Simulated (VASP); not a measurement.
# AgBr: single point with PBEsol

The system is AgBr.

```xyz
2
Lattice="0.0000 2.8927 2.8927 2.8927 0.0000 2.8927 2.8927 2.8927 0.0000" Properties=species:S:1:pos:R:3 pbc="T T T"
Ag    0.0000    0.0000    0.0000
Br    2.8927    2.8927    2.8927
```

```json
{
  "Program": "VASP 6.6.1",
  "Task": "single point",
  "Functional": "PBEsol",
  "Potentials or basis": "VASP PAW PBE potentials, release 64 (Ag, Br)",
  "Cutoff": "500 eV",
  "k mesh": "6 × 6 × 6",
  "Occupations": "gaussian, width 0.01 eV",
  "Spin": "no spin polarisation",
  "Dipole correction": "no",
  "Further INCAR settings": "ALGO = Normal; EDIFF = 1e-06; NBANDS = 16"
}
```

```json
{"Pressure": "-2.6 GPa", "Band gap on the k mesh": "0.51 eV (least direct gap 2.37 eV)"}
```

Levels at points of the mesh, in eV from the valence-band top:
| k point | band 7 | band 8 | band 9 | band 10 | band 11 | band 12 |
| --- | --- | --- | --- | --- | --- | --- |
| (0.00, 0.00, 0.00) | -1.86 | -1.86 | -1.86 | 0.51 | 9.81 | 9.81 |
| (0.50, 0.00, 0.00) | -2.10 | 0.00 | 0.00 | 3.61 | 6.37 | 6.68 |
| (0.50, 0.50, 0.00) | -2.33 | -2.33 | -2.25 | 1.52 | 6.94 | 8.81 |

Wall time 26 s on 1 thread of Intel Xeon 8259CL, on a shared host, peak memory 0.17 GiB.

Caveat: the PAW data sets were made with another functional, which shifts forces and pressure a little. A k mesh can miss the band edges.
